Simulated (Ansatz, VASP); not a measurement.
Ni in VASP and in Ansatz

The input INCAR:

```
SYSTEM = Ni
PREC = Accurate
ENCUT = 600
EDIFF = 1E-6
ISMEAR = -1
SIGMA = 0.05
LREAL = .FALSE.
LASPH = .TRUE.
NELM = 200
ALGO = Normal
ISIF = 2
LWAVE = .FALSE.
LCHARG = .FALSE.
ISPIN = 2
MAGMOM = 0.585
LORBIT = 11
LMAXMIX = 4
GGA = PE
NBANDS = 15
GGA_COMPAT = .FALSE.
```

The input KPOINTS:

```
Automatic mesh
0
G
  26 26 26
  0 0 0
```

POSCAR

```
Ni
1.0
   -1.4003306342      1.4003306342      1.4003306342
    1.4003306342     -1.4003306342      1.4003306342
    1.4003306342      1.4003306342     -1.4003306342
Ni
1
Direct
    0.0000000000      0.0000000000      0.0000000000
```

Input for Ansatz:

```yaml
crystal:
  lattice:
    - [-1.4003306342, 1.4003306342, 1.4003306342]
    - [1.4003306342, -1.4003306342, 1.4003306342]
    - [1.4003306342, 1.4003306342, -1.4003306342]
  atoms:
    - { symbol: Ni, position: [0.0, 0.0, 0.0], spin: 0.585 }
hamiltonian:
  xc: pbe
  pseudopotentials:
    kind: paw
    azcp:
      Ni: "pseudopotentials/Ni.paw.azcp"
basis:
  ecutwfc: 420
  fft_grid_basis: typed
kpoints:
  mp_grid: { grid: [26, 26, 26], shift: [0, 0, 0] }
magnetization:
  spin_polarized: true
scf:
  occupations: { method: fermi_dirac, width: 0.05 }
output:
  write_density: true
  write_potential: true
  elf: true
  volumetric_format: npy
```

Alike in both runs: task single point; functional PBE; k mesh 26 × 26 × 26; occupations fermi-dirac, width 0.05 eV; collinear spin.

```csv
,VASP,Ansatz
version,VASP 6.6.1,Ansatz 0.2.0
potentials or method,"VASP PAW PBE potentials, release 64 (Ni), cutoff 600 eV","plane waves (420 eV) with PAW, scalar-relativistic"
valence electrons in the cell,10,18
```

Ansatz gave:

```
net moment per atom (μB)                                      : 0.56
size of the moment on the site where the two differ most (μB) : 0.59
```

Question: Estimate VASP's values.

Answer: net moment per atom (μB): 0.55; size of the moment on the site where the two differ most (μB): 0.56.

Site moments also hang on the region over which each program counts them. The functional is the same, so the differences come from potentials, cutoffs and numerics. VASP's potentials hold 10 valence electrons a cell and Ansatz's 18, so a difference there can come from the potentials and not from the codes.
